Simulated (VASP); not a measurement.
A run of VASP 6.6.1 is set up as follows.

INCAR

```
ALGO = Normal
EDIFF = 1E-6
ENCUT = 400
GGA = PE
GGA_COMPAT = F
ISIF = 2
ISMEAR = -1
ISYM = -1
LASPH = T
LCHARG = F
LREAL = Auto
LWAVE = F
NBANDS = 105
NELM = 120
PREC = Accurate
SIGMA = 0.0767
```

KPOINTS

```
explicit points
1
Reciprocal
  0.25000000   0.25000000   0.25000000 1
```

The input POSCAR:

```
Hf2Ti7Si2Sn5
1.0
    6.9502750000     -0.0960840000      0.1117440000
   -0.0960840000      7.2928480000     -0.0979470000
    0.1117440000     -0.0979470000      7.1420180000
Ti Sn Hf Si
7 5 2 2
Direct
    0.4180218447      0.1242822263      0.1418846380
    0.3154072703      0.5026314401      0.7659254530
    1.0182083693      0.1955570576      0.6190017375
    0.8927244117      0.0515677949      0.2826789731
    0.7869923727      0.3680876319      0.9099183737
    0.1918065836      0.3995521898      0.3123305911
    0.2269837521      0.8519783229      0.3854523537
    0.4876976841      0.2151283443      0.6004203414
    0.7567975780      0.3959242520      0.3195222981
   -0.0145150775      0.6551165386      0.0804517256
    0.6195650955      0.7599526666      0.4703563337
    0.5267235499      0.7399989891      0.0911864804
    0.9410420520      0.6140867522      0.6359792361
    0.7852872583      0.9651110792      0.8527557051
    0.1872743235      0.8910470864      0.7872308089
    0.1244921685      0.2075544525      0.9992380421
```

Potentials or basis: VASP PAW PBE potentials, release 64 (Ti_sv, Sn_d, Hf_pv, Si).

Launch:

```console
$ cat potpaw_PBE.64/Ti_sv/POTCAR potpaw_PBE.64/Sn_d/POTCAR potpaw_PBE.64/Hf_pv/POTCAR potpaw_PBE.64/Si/POTCAR > POTCAR
$ mpirun -np 1 vasp_std > vasp.out
```

(1) Estimate the largest force.

(2) Predict the pressure.

Results:

(1) 2.118 eV/Å.

(2) -6.7 GPa.

Caveat: the atoms stand as in a frame of molecular dynamics.
